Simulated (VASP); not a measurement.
The system is Be.

```xyz
1
Lattice="0.0000 1.5950 1.5950 1.5950 0.0000 1.5950 1.5950 1.5950 0.0000" Properties=species:S:1:pos:R:3 pbc="T T T"
Be    0.0000    0.0000    0.0000
```

This isn't the form of Be at room conditions, which is hcp.

* Program: VASP 6.6.1
* Task: relaxation of cell and atoms
* Functional: PBE
* Potentials or basis: VASP PAW PBE potentials, release 64 (Be)
* Cutoff: 600 eV
* k mesh: 12 × 12 × 12
* Occupations: methfessel-paxton, width 0.05 eV
* Spin: no spin polarisation

At the start: pressure -3.3 GPa; volume 8.12 Å³/atom.

Q: How do energy, volume and symmetry change on relaxing?

A: Over 3 steps the energy falls by 2.4 meV/atom and the volume is 7.89 Å³/atom (-2.7 %); space group Fm-3m (No. 225, to 0.1 Å) before and after.

Step by step:
| step | energy change (eV) | largest force (eV/Å) | pressure (GPa) | volume (Å³) |
| --- | --- | --- | --- | --- |
| 1 | 0.0000 | 0.0000 | -3.29 | 8.12 |
| 2 | -0.0023 | 0.0000 | -0.46 | 7.92 |
| 3 | -0.0024 | 0.0000 | -0.01 | 7.89 |

Final structure:
```cif
data_structure
_symmetry_space_group_name_H-M 'P 1'
_symmetry_Int_Tables_number 1
_cell_length_a 2.2348
_cell_length_b 2.2348
_cell_length_c 2.2348
_cell_angle_alpha 60.000
_cell_angle_beta 60.000
_cell_angle_gamma 60.000
_cell_volume 7.89
loop_
_atom_site_label
_atom_site_type_symbol
_atom_site_fract_x
_atom_site_fract_y
_atom_site_fract_z
_atom_site_occupancy
Be1 Be 0.00000 0.00000 0.00000 1
```
